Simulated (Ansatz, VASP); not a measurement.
## Two plane-wave programs on MgO

```
Mg O
1.0
     0.00000    2.12724    2.12724
     2.12724    0.00000    2.12724
     2.12724    2.12724    0.00000
Mg O
1 1
Direct
  0.00000 0.00000 0.00000
  0.50000 0.50000 0.50000
```

Alike in both runs: functional PBE; k mesh 10 × 10 × 10; occupations gaussian, width 0.02 eV; no spin polarisation.

Ansatz relaxed the structure, and its values are those at the end. VASP's run is a single point on that final structure, the one shown.

|  | VASP | Ansatz |
| --- | --- | --- |
| version | VASP 6.6.1 | Ansatz 0.2.0 |
| potentials or method | VASP PAW PBE potentials, release 64 (Mg, O), cutoff 520 eV | scalar-relativistic, plane waves, PAW |
| valence electrons in the cell | 8 | 16 |

|  | VASP | Ansatz | Ansatz less VASP |
| --- | --- | --- | --- |
| gap on the k mesh at the Fermi level (eV) | 4.44 | 4.46 | +0.020 |
| least direct gap on the mesh (eV) | 4.44 | 4.46 | +0.020 |
| pressure (GPa) | -0.8 | 0.0 | +0.82 |

The functional is the same, so the differences come from potentials, cutoffs and numerics. VASP's potentials hold 8 valence electrons a cell and Ansatz's 16, so a difference there can come from the potentials and not from the codes.
